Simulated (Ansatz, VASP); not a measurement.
**Two plane-wave programs on In2PtSe2**

Contents of INCAR:

```
SYSTEM = In2PtSe2
PREC = Accurate
ENCUT = 520
EDIFF = 1E-6
ISMEAR = 0
SIGMA = 0.1
LREAL = .FALSE.
LASPH = .TRUE.
NELM = 150
ALGO = Normal
ISIF = 2
LWAVE = .FALSE.
LCHARG = .FALSE.
ISPIN = 2
MAGMOM = 0 0 1 0 0
LORBIT = 11
LMAXMIX = 4
GGA = PE
NBANDS = 36
```

KPOINTS

```
regular mesh
0
G
  4 4 4
  0 0 0
```

POSCAR

```
In2PtSe2
1.0
    2.8658213146     -4.1061194854      0.0000000000
    2.8658213146      4.1061194854      0.0000000000
    0.0000000000      0.0000000000      6.1203682255
In Pt Se
2 1 2
Direct
    0.0000000000      0.5000000000      0.0000000000
    0.5000000000      0.0000000000      0.0000000000
    0.0000000000      0.0000000000      0.5000000000
    0.0000000000      0.5000000000      0.5000000000
    0.5000000000      0.0000000000      0.5000000000
```

Input for Ansatz:

```yaml
crystal:
  lattice:
    - [2.8658213146, -4.1061194854, 0.0]
    - [2.8658213146, 4.1061194854, 0.0]
    - [0.0, 0.0, 6.1203682255]
  atoms:
    - { symbol: In, position: [0.0, 0.5, 0.0] }
    - { symbol: In, position: [0.5, 0.0, 0.0] }
    - { symbol: Pt, position: [0.0, 0.0, 0.5], spin: 1.0 }
    - { symbol: Se, position: [0.0, 0.5, 0.5] }
    - { symbol: Se, position: [0.5, 0.0, 0.5] }
basis:
  ecutwfc: 420
kpoints:
  mp_grid: { grid: [4, 4, 4] }
hamiltonian:
  xc: pbe
scf:
  occupations: { method: gaussian, width: 0.1 }
  lower_state_search: "off"
output:
  forces: true
  stress: true
  eigenvalues: true
  populations: true
magnetization:
  spin_polarized: true
```

Alike in both runs: task single point; functional PBE; k mesh 4 × 4 × 4; occupations gaussian, width 0.1 eV; collinear spin.

|  | VASP | Ansatz |
| --- | --- | --- |
| version | VASP 6.6.1 | Ansatz 0.2.0 |
| potentials or method | VASP PAW PBE potentials, release 64 (In_d, Pt, Se), cutoff 520 eV | scalar-relativistic, plane waves, PAW |
| valence electrons in the cell | 48 | 76 |

Ansatz gave:

| Property | Result |
| --- | --- |
| gap on the k mesh at the Fermi level (eV) | none |
| pressure (GPa) | -0.1 |
| traceless stress, the component that is largest in VASP (GPa) | 0.25 |
| net moment per atom (μB) | 0.00 |

Estimate VASP's values.

gap on the k mesh at the Fermi level (eV): none; pressure (GPa): -0.1; traceless stress, the component that is largest in VASP (GPa): 0.27; net moment per atom (μB): 0.00.

A gap of «none» marks a metal or a gap that the smearing closes. VASP's potentials hold 48 valence electrons a cell and Ansatz's 76, so a difference there can come from the potentials and not from the codes. Ansatz's warnings: seeded moment not kept.

Neither program's run includes spin-orbit coupling.
